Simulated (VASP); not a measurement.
# SiC5 (P1) in VASP: notebook

Runs on SiC5. Level: PBE. Tasks: single point.

Program: VASP 6.6.1. These are calculated values, not measurements. Logs are shortened: lines on timing, memory, paths and dates and some standing lists are left out, and cuts for length are marked.

## Step 1: The cell of the first run

The typed cell holds 12 atoms: a = 3.266 Å, b = 5.454 Å, c = 9.658 Å, α = 93.74°, β = 89.61°, γ = 73.55°.

## Step 2: Single point, PBE

The input, INCAR:

```
PREC = Accurate ; ENCUT = 520
EDIFF = 1E-6 ; ISMEAR = 0
SIGMA = 0.1 ; LREAL = False
LASPH = True ; NELM = 80
ALGO = Normal ; ISIF = 2
LWAVE = False ; LCHARG = True
GGA = PE ; LELF = True
LVHAR = True ; NBANDS = 36
```

The input, KPOINTS:

```
regular mesh
0
Gamma
  4 4 2
```

The input, POSCAR:

```
SiC5
1.0
    3.2166342575      0.5660531221     -0.0495589738
    0.6108972509      5.3966190825     -0.5029099554
    0.1729860885      0.2429952943      9.6529728971
Si C
2 10
Direct
    0.4035664919      0.6230336477      0.7306195431
    0.6179175341      1.1661813727      0.2799482248
    0.4626607601      0.4984355562      0.5499081056
    0.5171150053      0.3861412942      0.9828908402
    0.6833083784      0.0700926270      0.7927837571
    0.2922909745      0.8043651366      0.1660999919
    0.5443211617      0.3272595043      0.1167104890
    0.5105597703      0.3928391097      0.4325632310
   -0.1917745508      0.8208348029      0.7629084902
    1.1993851240      0.9938368160      0.2625795269
    0.5531309209      0.3214929600      0.8364704764
    0.4075184296      0.5954871727      0.0865173241
```

Potentials or basis: VASP PAW PBE potentials, release 64 (Si, C).

The run is started by

```console
$ cat potpaw_PBE.64/Si/POTCAR potpaw_PBE.64/C/POTCAR > POTCAR
$ mpirun -np 1 vasp_std > vasp.out
```

OUTCAR:

```text
PREC = Accurate
   ENCUT = 520
   EDIFF = 1E-6
   ISMEAR = 0
   LREAL = False
   LASPH = True
   NELM = 80
   ISIF = 2
   GGA = PE

 ion  position               nearest neighbor table
   1  0.404  0.623  0.731-   3 1.82  11 1.94   9 1.94   9 1.95
   2  0.618  0.166  0.280-   8 1.83   7 1.84  10 1.87  10 1.87
   3  0.463  0.498  0.550-   8 1.23   1 1.82
   4  0.517  0.386  0.983-   7 1.35  11 1.43  12 1.43
   5  0.683  0.070  0.793-   9 1.32  11 1.35
   6  0.292  0.804  0.166-  12 1.29  10 1.31
   7  0.544  0.327  0.117-   4 1.35  12 1.45   2 1.84
   8  0.511  0.393  0.433-   3 1.23   2 1.83
   9  0.808  0.821  0.763-   5 1.32   1 1.94   1 1.95
  10  0.199  0.994  0.263-   6 1.31   2 1.87   2 1.87
  11  0.553  0.321  0.836-   5 1.35   4 1.43   1 1.94
  12  0.408  0.595  0.087-   6 1.29   4 1.43   7 1.45

  LATTYP: Found a triclinic cell.
 ALAT       =     3.2664366174
 B/A-ratio  =     2.2129177633
 C/A-ratio  =     3.5876841554
 COS(alpha) =     0.0059387150
 COS(beta)  =     0.4161511827
 COS(gamma) =     0.6901236874

  Lattice vectors:

 A1 = (  -3.2166342575,  -0.5660531221,   0.0495589738)
 A2 = (  -5.8223712641,   4.2645128383,  -0.4037920078)
 A3 = (  -4.0005175969,  -6.2056674989,  -9.1005039679)

Analysis of symmetry for initial positions (statically):
=====================================================================
 Subroutine PRICEL returns:
 Original cell was already a primitive cell.

 Routine SETGRP: Setting up the symmetry group for a
 triclinic supercell.

 Subroutine GETGRP returns: Found  1 space group operations
 (whereof  1 operations were pure point group operations)
 out of a pool of  2 trial point group operations.

The static configuration has the point symmetry C_1 .

Analysis of symmetry for dynamics (positions and initial velocities):
=====================================================================
 Subroutine PRICEL returns:
 Original cell was already a primitive cell.

 Routine SETGRP: Setting up the symmetry group for a
 triclinic supercell.

 Subroutine GETGRP returns: Found  1 space group operations
 (whereof  1 operations were pure point group operations)
 out of a pool of  2 trial point group operations.

The dynamic configuration has the point symmetry C_1 .

 Subroutine INISYM returns: Found  1 space group operations
 (whereof  1 operations are pure point group operations),
 and found     1 'primitive' translations

----------------------------------------------------------------------------------------

                                     Primitive cell

  volume of cell :     164.6102

  direct lattice vectors                    reciprocal lattice vectors
     3.216634257  0.566053122 -0.049558974     0.317207653 -0.036352366 -0.004769417
     0.610897251  5.396619082 -0.502909955    -0.033267302  0.188679997 -0.004153495
     0.172986088  0.242995294  9.652972897    -0.000104628  0.009643398  0.103354149

  length of vectors
     3.266436617  5.454320434  9.657580269     0.319319490  0.191635346  0.103803113

  position of ions in fractional coordinates (direct lattice)
     0.403566492  0.623033648  0.730619543
     0.617917534  0.166181373  0.279948225
     0.462660760  0.498435556  0.549908106
     0.517115005  0.386141294  0.982890840
     0.683308378  0.070092627  0.792783757
     0.292290974  0.804365137  0.166099992
     0.544321162  0.327259504  0.116710489
     0.510559770  0.392839110  0.432563231
     0.808225449  0.820834803  0.762908490
     0.199385124  0.993836816  0.262579527
     0.553130921  0.321492960  0.836470476
     0.407518430  0.595487173  0.086517324

  ion indices of the primitive-cell ions
   primitive index   ion index
                 1           1
                 2           2
                 3           3
                 4           4
                 5           5
                 6           6
                 7           7
                 8           8
                 9           9
                10          10
                11          11
                12          12

----------------------------------------------------------------------------------------

 KPOINTS: regular mesh

Automatic generation of k-mesh.
 Grid dimensions read from file:
 generate k-points for:    4    4    2

 Generating k-lattice:

  Cartesian coordinates                     Fractional coordinates (reciprocal lattice)
     0.079301913 -0.009088091 -0.001192354     0.250000000 -0.000000000  0.000000000
    -0.008316826  0.047169999 -0.001038374    -0.000000000  0.250000000 -0.000000000
    -0.000052314  0.004821699  0.051677074     0.000000000  0.000000000  0.500000000

  Length of vectors
     0.079829873  0.047908837  0.051901556

  Shift w.r.t. Gamma in fractional coordinates (k-lattice)
     0.000000000  0.000000000  0.000000000

 Subroutine IBZKPT returns following result:
 ===========================================

 Found     20 irreducible k-points:

 Following reciprocal coordinates:
            Coordinates               Weight
  0.000000  0.000000  0.000000      1.000000
  0.250000 -0.000000 -0.000000      2.000000
  0.500000 -0.000000 -0.000000      1.000000
 -0.000000  0.250000  0.000000      2.000000
  0.250000  0.250000 -0.000000      2.000000
  0.500000  0.250000 -0.000000      2.000000
[... 12 lines left out ...]
  0.250000  0.500000  0.500000      2.000000
  0.500000  0.500000  0.500000      1.000000
   k-points           NKPTS =     20   k-points in BZ     NKDIM =     20   number of bands    NBANDS=     36
   number of dos      NEDOS =    301   number of ions     NIONS =     12
   total plane-waves  NPLWV =  72576
   dimension x,y,z NGX =    24 NGY =   42 NGZ =   72
   dimension x,y,z NGXF=    48 NGYF=   84 NGZF=  144
   ions per type =               2  10
   NGX,Y,Z   is equivalent  to a cutoff of  12.21, 12.80, 12.39 a.u.
   NGXF,Y,Z  is equivalent  to a cutoff of  24.43, 25.60, 24.79 a.u.
 SYSTEM =  unknown system
   PREC   = accura    normal or accurate (medium, high low for compatibility)
   ISTART =      0    job   : 0-new  1-cont  2-samecut
   ICHARG =      2    charge: 1-file 2-atom 10-const
   ISPIN  =      1    spin polarized calculation?
   LNONCOLLINEAR =      F non collinear calculations
   LSORBIT =      F    spin-orbit coupling
   LASPH  =      T    aspherical Exc in radial PAW
   ENCUT  =  520.0 eV  38.22 Ry    6.18 a.u.   6.07 10.14 17.96*2*pi/ulx,y,z
   NELM   =     80;   NELMIN=  2; NELMDL= -5     # of ELM steps
   EDIFF  = 0.1E-05   stopping-criterion for ELM
   LREAL  =      F    real-space projection
   EDIFFG = 0.1E-04   stopping-criterion for IOM
   NSW    =      0    number of steps for IOM
   IBRION =     -1    ionic relax: 0-MD 1-quasi-New 2-CG
   NFREE  =      0    steps in history (QN), initial steepest desc. (CG)
   ISIF   =      2    stress and relaxation
   ISYM   =      2    0-nonsym 1-usesym 2-fastsym
   POTIM  = 0.5000    time-step for ionic-motion
   TEBEG  =    0.0;   TEEND  =   0.0 temperature during run
   PSTRESS=    0.0 pullay stress
   NELECT =      48.0000    total number of electrons
   NUPDOWN=      -1.0000    fix difference up-down
   EMIN   =  10.00;   EMAX   =-10.00  energy-range for DOS
   EFERMI =   0.00;   METHOD = LEGACY
   ISMEAR =     0;   SIGMA  =   0.10  broadening in eV -4-tet -1-fermi 0-gaus
   EFERMI_NEDOS =   21; number of points for ismear=-14 and -15
   IALGO  =     38    algorithm
   IMIX   =      4    mixing-type and parameters
     AMIX     =   0.40;   BMIX     =  1.00
     AMIX_MAG =   1.60;   BMIX_MAG =  1.00
  volume/ion in A,a.u.               =      13.72        92.57
  Fermi-wavevector in a.u.,A,eV,Ry     =   1.085600  2.051486 16.034824  1.178526
  Thomas-Fermi vector in A             =   2.221717
   LORBIT       =      0    0 simple, 1 ext, 2 COOP (PROOUT), +10 PAW based schemes
   GGA     = PE    functional components
   LHFCALC =     F    Hartree Fock is set to
   AEXX    =    0.0000 exact exchange contribution
   IVDW    =     0    specifies the selected vdW correction
   LEPSILON=     F    determine dielectric tensor
   LRPA    =     F    only Hartree local field effects (RPA)
 non-spin polarized calculation
 Gauss-broadening in eV      SIGMA  =   0.10
  energy-cutoff  :      520.00
  volume of cell :      164.61
 maximum number of plane-waves:      4452
   NGX = 13   NGY = 21   NGZ = 35

 number of electron      48.0000001 magnetization

 Free energy of the ion-electron system (eV)
  ---------------------------------------------------
  ext. energy  EPLUGINS =         0.00000000
  ---------------------------------------------------
  free energy    TOTEN  =       -93.34986874 eV

  energy without entropy =      -93.34035592  energy(sigma->0) =      -93.34511233

 E-fermi :   3.2479     XC(G=0):  -8.6636

 val. band max:        3.1928565173   @ k =   0.5000   0.5000  -0.0000
 cond. band min:       3.2702690882   @ k =  -0.0000   0.2500   0.5000
 fundamental gap:      0.0774125709
 Fermi energy:         3.2478515481

 k-point     1 :       0.0000    0.0000    0.0000
  band No.  band energies     occupation
      1     -16.2677      2.00000
      2     -13.7058      2.00000
      3     -12.7985      2.00000
      4     -11.5646      2.00000
      5     -11.1961      2.00000
      6      -9.9832      2.00000
[... 28 lines left out ...]
     35       9.0525      0.00000
     36       9.2546      0.00000

 k-point     2 :       0.2500   -0.0000   -0.0000
  band No.  band energies     occupation
      1     -16.1292      2.00000
      2     -13.4245      2.00000
      3     -12.4970      2.00000
      4     -11.4443      2.00000
      5     -11.0431      2.00000
      6      -9.7203      2.00000
[... 28 lines left out ...]
     35       9.3960      0.00000
     36       9.5729      0.00000

 k-point     3 :       0.5000   -0.0000   -0.0000
  band No.  band energies     occupation
      1     -15.9845      2.00000
      2     -13.1087      2.00000
      3     -12.1386      2.00000
      4     -11.2372      2.00000
      5     -10.9526      2.00000
      6      -9.2277      2.00000
[... 28 lines left out ...]
     35       9.7406      0.00000
     36      10.2894      0.00000

 k-point     4 :      -0.0000    0.2500    0.0000
  band No.  band energies     occupation
      1     -16.2462      2.00000
      2     -13.5840      2.00000
      3     -12.8391      2.00000
      4     -11.8347      2.00000
      5     -11.3348      2.00000
      6      -9.9524      2.00000
[... 28 lines left out ...]
     35       9.2772      0.00000
     36       9.3448      0.00000

 k-point     5 :       0.2500    0.2500   -0.0000
  band No.  band energies     occupation
      1     -16.1285      2.00000
      2     -13.4194      2.00000
      3     -12.4976      2.00000
      4     -11.4475      2.00000
      5     -11.0526      2.00000
      6      -9.7236      2.00000
[... 499 lines left out ...]
 k-point    18 :      -0.0000    0.5000    0.5000
  band No.  band energies     occupation
      1     -16.2240      2.00000
      2     -13.4219      2.00000
      3     -12.8869      2.00000
      4     -12.1668      2.00000
      5     -11.3693      2.00000
      6      -9.9397      2.00000
[... 28 lines left out ...]
     35       9.2755      0.00000
     36       9.6177      0.00000

 k-point    19 :       0.2500    0.5000    0.5000
  band No.  band energies     occupation
      1     -16.1072      2.00000
      2     -13.2738      2.00000
      3     -12.5514      2.00000
      4     -11.7115      2.00000
      5     -11.2056      2.00000
      6      -9.6580      2.00000
[... 28 lines left out ...]
     35       9.6204      0.00000
     36       9.7886      0.00000

 k-point    20 :       0.5000    0.5000    0.5000
  band No.  band energies     occupation
      1     -15.9832      2.00000
      2     -13.1013      2.00000
      3     -12.1377      2.00000
      4     -11.2538      2.00000
      5     -10.9427      2.00000
      6      -9.2362      2.00000
[... 28 lines left out ...]
     35       9.2105      0.00000
     36      10.2015      0.00000

------------------------ aborting loop because EDIFF is reached ----------------------------------------

  FORCE on cell =-STRESS in cart. coord.  units (eV):
  Direction    XX          YY          ZZ          XY          YZ          ZX
  --------------------------------------------------------------------------------------
  -------------------------------------------------------------------------------------
  Total       -0.1456101      0.2795805      0.1889060      0.0988931      0.0217741     -0.0565708
  in kB       -1.4172466      2.7212008      1.8386524      0.9625424      0.2119308     -0.5506130
  external PRESSURE =       1.0475355 kB  Pullay stress =       0.0000000 kB

 VOLUME and BASIS-vectors are now :
 -----------------------------------------------------------------------------
  energy-cutoff  :      520.00
  volume of cell :      164.61
      direct lattice vectors                 reciprocal lattice vectors
     3.216634257  0.566053122 -0.049558974     0.317207653 -0.036352366 -0.004769417
     0.610897251  5.396619082 -0.502909955    -0.033267302  0.188679997 -0.004153495
     0.172986088  0.242995294  9.652972897    -0.000104628  0.009643398  0.103354149

 POSITION                                       TOTAL-FORCE (eV/Angst)
 -----------------------------------------------------------------------------------
      1.80512      3.76825      6.71932        -0.001074     -0.018259     -0.024231
      2.13756      1.31462      2.58814         0.000289      0.036137      0.002122
      1.88783      3.08538      5.03465        -0.013593      0.063045      0.132154
      2.06929      2.61541      9.26800         0.002143      0.001208     -0.103990
      2.37791      0.95769      7.58361        -0.009749      0.044114     -0.009076
      1.46031      4.54667      1.18435         0.017596     -0.030307     -0.031586
      1.97099      2.10257      0.93505         0.017667     -0.096143      0.108397
      1.95710      2.51412      3.95266         0.010553     -0.083792     -0.131543
      3.23318      5.07261      6.91147         0.016213     -0.035495      0.009947
      1.29390      5.54003      2.02498        -0.012310      0.021251      0.017630
      2.12032      2.25133      7.88533        -0.001137     -0.002211      0.004094
      1.68959      3.46532      0.51548        -0.026599      0.100453      0.026082
 -----------------------------------------------------------------------------------
    total drift:                               -0.000186      0.000411      0.000298

  FREE ENERGIE OF THE ION-ELECTRON SYSTEM (eV)
  ---------------------------------------------------
  free  energy   TOTEN  =       -93.3498687406 eV

  energy  without entropy=      -93.3403559187  energy(sigma->0) =      -93.34511233
```

It took 55 s on 1 thread of Intel Xeon 6975P-C (Granite Rapids), shared host; peak memory 0.28 GiB.

Results:

| Property | Result |
| --- | --- |
| Free energy | -93.3499 eV |
| Pressure | 0.1 GPa |
| Largest force | 0.156 eV/Å |
| Band gap on the k mesh | zero (bands 24 and 25 overlap by 0.42 eV) |

Forces in eV/Å, atoms in the order of the input:
```
Si  -0.001 -0.018 -0.024
Si   0.000  0.036  0.002
C   -0.014  0.063  0.132
C    0.002  0.001 -0.104
C   -0.010  0.044 -0.009
C    0.018 -0.030 -0.032
C    0.018 -0.096  0.108
C    0.011 -0.084 -0.132
C    0.016 -0.035  0.010
C   -0.012  0.021  0.018
C   -0.001 -0.002  0.004
C   -0.027  0.100  0.026
```

Levels at points of the mesh, in eV from the Fermi level:
| k point | band 20 | band 21 | band 22 | band 23 | band 24 | band 25 | band 26 | band 27 | band 28 | band 29 |
| --- | --- | --- | --- | --- | --- | --- | --- | --- | --- | --- |
| (0.00, 0.00, 0.00) | -3.31 | -2.70 | -2.29 | -1.94 | 0.30 | 0.92 | 2.09 | 2.34 | 2.39 | 2.83 |
| (0.50, 0.00, 0.00) | -4.19 | -3.49 | -3.13 | -2.86 | -1.57 | -0.07 | 1.10 | 1.73 | 2.11 | 2.54 |
| (0.00, 0.50, 0.00) | -3.28 | -3.03 | -2.41 | -1.66 | -0.23 | 0.78 | 1.16 | 1.52 | 1.93 | 3.22 |
| (0.50, 0.50, 0.00) | -4.17 | -3.46 | -3.14 | -2.81 | -1.58 | -0.05 | 1.09 | 1.74 | 2.17 | 2.53 |
| (0.00, 0.00, 0.50) | -3.51 | -2.89 | -2.04 | -1.93 | 0.15 | 1.22 | 1.98 | 2.21 | 2.33 | 2.93 |
| (0.50, 0.00, 0.50) | -4.25 | -3.34 | -3.24 | -2.84 | -1.65 | -0.12 | 1.10 | 1.77 | 2.25 | 2.59 |
| (0.00, 0.50, 0.50) | -3.18 | -3.01 | -2.48 | -1.57 | -0.31 | 0.89 | 1.10 | 1.64 | 1.96 | 3.25 |
| (0.50, 0.50, 0.50) | -4.23 | -3.35 | -3.22 | -2.80 | -1.65 | -0.10 | 1.08 | 1.80 | 2.28 | 2.56 |

Caveat: the k points lie up to 0.50 Å⁻¹ apart; semilocal functionals underestimate gaps, so a narrow gap can read as zero.

## Step 3: Single point, PBE

This run uses another cell than the first one, of 13.75 Å³/atom.

The input, INCAR:

```
ALGO = Normal ; EDIFF = 1E-6
ENCUT = 520 ; GGA = PE
ISIF = 2 ; ISMEAR = 0
LASPH = True ; LCHARG = False
LREAL = False ; LWAVE = False
NBANDS = 36 ; NELM = 100
PREC = Accurate ; SIGMA = 0.1
```

The input, KPOINTS:

```
k-points
0
Gamma
  6 4 2
```

The input, POSCAR:

```
SiC5
1.0
    3.2772508512     -0.0207220368      0.0075640830
   -1.5827126291      5.2325420667     -0.0021187688
   -0.0396190234     -0.6724389146      9.6409431424
Si C
2 10
Direct
    0.3994039503      0.3776138943      0.2694867771
    0.6230624299      0.8341178907      0.7199694355
    0.4603337799      0.5019551167      0.4499070083
    0.5160170582      0.6142827123      0.0167696090
    0.6767392628      0.9306092889      0.2069906692
    0.3013703154      0.1944002368      0.8343328627
    0.5444462715      0.6728613905      0.8836268555
    0.5113012923      0.6073306228      0.5672861533
    0.8017217289      0.1802826548      0.2368001861
    0.2069713725      0.0043862116      0.7376036274
    0.5498158054      0.6793570531      0.1634291339
    0.4088167329      0.4028029275      0.9137976818
```

Potentials or basis: VASP PAW PBE potentials, release 64 (Si, C).

The run is started by

```console
$ cat potpaw_PBE.64/Si/POTCAR potpaw_PBE.64/C/POTCAR > POTCAR
$ mpirun -np 1 vasp_std > vasp.out
```

Wall time 72 s (1 thread of Intel Xeon 6975P-C (Granite Rapids), shared host); peak memory 0.3 GiB.

It converged, with:

| Quantity | Value |
| --- | --- |
| Free energy | -93.3599 eV |
| Pressure | 0.1 GPa |
| Largest force | 0.133 eV/Å |
| Band gap on the k mesh | zero (bands 24 and 25 overlap by 0.37 eV) |

Forces on the atoms (eV/Å):
```
Si  -0.001  0.014  0.021
Si   0.000 -0.023 -0.005
C   -0.001 -0.043 -0.094
C    0.002 -0.006  0.080
C   -0.001 -0.032 -0.006
C    0.006  0.028  0.020
C    0.000  0.091 -0.097
C    0.002  0.045  0.094
C    0.000  0.053  0.013
C   -0.001 -0.023 -0.017
C    0.001 -0.017  0.005
C   -0.007 -0.086 -0.015
```

Stress tensor (GPa, compression positive):
```
-0.03 -0.03  0.01
-0.03  0.16  0.03
 0.01  0.03  0.13
```

Levels at points of the mesh, in eV from the Fermi level:
| k point | band 22 | band 23 | band 24 | band 25 | band 26 | band 27 |
| --- | --- | --- | --- | --- | --- | --- |
| (0.00, 0.00, 0.00) | -2.31 | -1.87 | 0.28 | 0.92 | 2.06 | 2.35 |
| (0.50, 0.00, 0.00) | -3.14 | -2.79 | -1.55 | -0.05 | 1.11 | 1.77 |
| (0.00, 0.50, 0.00) | -2.43 | -1.70 | -0.23 | 0.77 | 1.13 | 1.49 |
| (0.50, 0.50, 0.00) | -3.14 | -2.78 | -1.55 | -0.04 | 1.11 | 1.77 |
| (0.00, 0.00, 0.50) | -2.06 | -1.86 | 0.13 | 1.22 | 1.96 | 2.22 |
| (0.50, 0.00, 0.50) | -3.22 | -2.79 | -1.62 | -0.09 | 1.10 | 1.80 |
| (0.00, 0.50, 0.50) | -2.50 | -1.60 | -0.31 | 0.87 | 1.08 | 1.61 |
| (0.50, 0.50, 0.50) | -3.21 | -2.78 | -1.62 | -0.08 | 1.10 | 1.81 |

Caveat: semilocal functionals underestimate gaps, so a narrow gap can read as zero.
